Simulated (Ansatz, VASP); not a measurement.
**One calculation of Ni, two programs**

Contents of INCAR:

```
PREC = Accurate
ENCUT = 520
EDIFF = 1E-6
ISMEAR = -1
SIGMA = 0.05
LREAL = False
LASPH = True
NELM = 150
ALGO = Normal
ISIF = 2
LWAVE = False
LCHARG = True
ISPIN = 2
MAGMOM = 1.5
LORBIT = 11
LMAXMIX = 4
GGA = PE
LELF = True
LVHAR = True
NBANDS = 15
```

KPOINTS

```
Automatic mesh
0
Gamma
  20 20 20
```

POSCAR

```
Ni
1.0
    0.0000000000      1.7679500000      1.7325910000
    1.7679500000      0.0000000000      1.7325910000
    1.7679500000      1.7679500000      0.0000000000
Ni
1
Direct
    0.0000000000      0.0000000000      0.0000000000
```

Input for Ansatz:

```yaml
crystal:
  lattice:
    - [0.0, 1.76795, 1.732591]
    - [1.76795, 0.0, 1.732591]
    - [1.76795, 1.76795, 0.0]
  atoms:
    - { symbol: Ni, position: [0.0, 0.0, 0.0], spin: 1.5 }
magnetization:
  spin_polarized: true
kpoints:
  mp_grid: { grid: [20, 20, 20] }
  band_path:
    path:
      - [0.0, 0.0, 0.0]
      - [0.0, 0.5, 0.5]
      - [0.25, 0.75, 0.5]
      - [0.0, 0.5, 0.0]
      - [0.0, 0.0, 0.0]
      - [0.5, 0.5, 0.0]
      - [0.3801541025, 0.6198458975, 0.0]
      - [-0.3801541025, 0.3801541025, 0.0]
      - [0.0, 0.0, 0.0]
    npoints: 5
scf:
  occupations: { method: fermi_dirac, width: 0.05 }
hamiltonian:
  xc: pbe
  pseudopotentials: { kind: all_electron, lapw: { basis_error: 0.00025 } }
output:
  forces: true
  stress: true
  eigenvalues: true
```

Change from the starting cell: zz strain of -2 %.

Alike in both runs: task single point; functional PBE; k mesh 20 × 20 × 20; occupations fermi-dirac, width 0.05 eV; collinear spin.

|  | VASP | Ansatz |
| --- | --- | --- |
| version | VASP 6.6.1 | Ansatz 0.2.0 |
| potentials or method | VASP PAW PBE potentials, release 64 (Ni), cutoff 520 eV | all-electron LAPW, scalar-relativistic |

|  | VASP | Ansatz | Ansatz less VASP |
| --- | --- | --- | --- |
| pressure (GPa) | 1.1 | 1.1 | +0.03 |
| traceless stress, the component that is largest in VASP (GPa) | 1.52 | 1.56 | +0.039 |
| net moment per atom (μB) | 0.63 | 0.64 | +0.009 |
| size of the moment on the site where the two differ most (μB) | 0.64 | 0.66 | +0.023 |

Site moments also hang on the region over which each program counts them. Ansatz ran all-electron here, and VASP with PAW potentials.
